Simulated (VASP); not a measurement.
## Pt: single point with PBE

The system is Pt.

```xyz
2
Lattice="2.7708 0.0000 0.0000 -1.3854 2.3996 0.0000 0.0000 0.0000 4.7979" Properties=species:S:1:pos:R:3 pbc="T T T"
Pt    0.0000    1.5997    1.1995
Pt    1.3854    0.7999    3.5984
```

```
Program             : VASP 6.6.1
Task                : single point
Functional          : PBE
Potentials or basis : VASP PAW PBE potentials, release 64 (Pt)
Cutoff              : 520 eV
k mesh              : 16 × 16 × 9
Occupations         : fermi-dirac, width 0.05 eV
Spin                : no spin polarisation
```

| Item | Value |
| --- | --- |
| Pressure | -3.3 GPa |
| Band gap on the k mesh | zero (band 10 reaches 10.67 eV, above the bottom of band 11 at 9.44 eV) |

Stress tensor (GPa, compression positive):
```
-3.24  0.00  0.00
 0.00 -3.24  0.00
 0.00  0.00 -3.45
```

Levels at points of the mesh, in eV from the Fermi level:
```tsv
k point	band 8	band 9	band 10	band 11	band 12	band 13
(0.00, 0.00, 0.00)	-1.78	-1.78	-0.65	-0.22	-0.22	4.64
(0.50, 0.00, 0.00)	0.00	0.27	0.47	2.24	3.70	7.23
```

Run time: 23 s on 1 thread of Intel(R) Xeon(R) 6975P-C (Granite Rapids), on a shared host, peak memory 0.2 GiB.

Caveat: spin-orbit coupling is left out, which moves the levels of the heavy elements.
